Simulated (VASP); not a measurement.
## LiF: single point with r2SCAN

Crystal: LiF.

```
CELL_PARAMETERS angstrom
2.51626 0.00000 0.00000
0.00000 2.51626 0.00000
0.00000 0.00000 2.51626
ATOMIC_POSITIONS crystal
Li 0.00000 0.00000 0.00000
F 0.50000 0.50000 0.50000
```

```
Program                : VASP 6.6.1
Task                   : single point
Functional             : r2SCAN
Potentials or basis    : VASP PAW PBE potentials, release 64 (Li_sv, F_h)
Cutoff                 : 1490 eV
k mesh                 : 8 × 8 × 8
Occupations            : gaussian, width 0.01 eV
Spin                   : no spin polarisation
Dipole correction      : no
Further INCAR settings : ALGO = Normal; EDIFF = 1e-06; NBANDS = 12
```

```yaml
Pressure: -1.0 GPa
Band_gap_on_the_k_mesh: 9.11 eV (least direct gap 9.84 eV)
```

Levels at points of the mesh, in eV from the valence-band top:
| k point | band 1 | band 2 | band 3 | band 4 | band 5 | band 6 | band 7 | band 8 | band 9 | band 10 |
| --- | --- | --- | --- | --- | --- | --- | --- | --- | --- | --- |
| (0.00, 0.00, 0.00) | -43.96 | -22.15 | -0.74 | -0.74 | -0.74 | 9.11 | 20.26 | 20.26 | 23.33 | 23.33 |
| (0.50, 0.00, 0.00) | -43.91 | -21.66 | -3.90 | -0.31 | -0.31 | 10.44 | 15.96 | 22.45 | 22.45 | 26.04 |
| (0.50, 0.50, 0.00) | -43.86 | -21.08 | -3.50 | -3.50 | 0.00 | 14.97 | 15.30 | 15.30 | 21.17 | 26.75 |
| (0.50, 0.50, 0.50) | -43.83 | -20.60 | -2.46 | -2.46 | -2.46 | 12.35 | 12.35 | 12.35 | 26.40 | 26.40 |

Wall time 41 s on 1 thread of Intel(R) Xeon(R) Platinum 8488C (Sapphire Rapids), on a shared host, peak memory 0.19 GiB.

Caveat: the structure was generated, so it needn't be the stable form of LiF; the PAW data sets were made with another functional, which shifts forces and pressure a little. A k mesh can miss the band edges.
